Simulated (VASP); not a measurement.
# Mg: single point with BLYP

Mg:

```
CELL_PARAMETERS angstrom
3.20546 0.00000 0.00000
-1.60273 2.77601 0.00000
0.00000 0.00000 10.63671
ATOMIC_POSITIONS crystal
Mg 0.66667 0.33333 0.75000
Mg 0.00000 0.00000 0.50000
Mg 0.33333 0.66667 0.25000
Mg 0.00000 0.00000 0.00000
```

```yaml
Program: VASP 6.6.1
Task: single point
Functional: BLYP
Potentials_or_basis: VASP PAW PBE potentials, release 64 (Mg)
Cutoff: 520 eV
k_mesh: 10 × 10 × 3
Occupations: fermi-dirac, width 0.05 eV
Spin: no spin polarisation
Dipole_correction: no
Further_INCAR_settings: ALGO = Normal; EDIFF = 1e-07; NBANDS = 12
```

```yaml
Pressure: 0.0 GPa
Band_gap_on_the_k_mesh: zero (band 4 reaches 3.58 eV, above the bottom of band 5 at 1.40 eV)
```

Levels at points of the mesh, in eV from the Fermi level:
| k point | band 1 | band 2 | band 3 | band 4 | band 5 | band 6 | band 7 | band 8 |
| --- | --- | --- | --- | --- | --- | --- | --- | --- |
| (0.00, 0.00, 0.00) | -6.92 | -5.60 | -5.59 | -1.78 | -1.65 | 4.47 | 4.48 | 10.85 |
| (0.50, 0.00, 0.00) | -2.18 | -2.12 | -1.13 | -1.09 | -0.63 | -0.60 | 2.61 | 2.85 |

Wall time 36 s on 1 thread of Intel(R) Xeon(R) Platinum 8488C (Sapphire Rapids) (shared host), peak memory 0.2 GiB.

Caveat: the PAW data sets were made with another functional, which shifts forces and pressure a little.
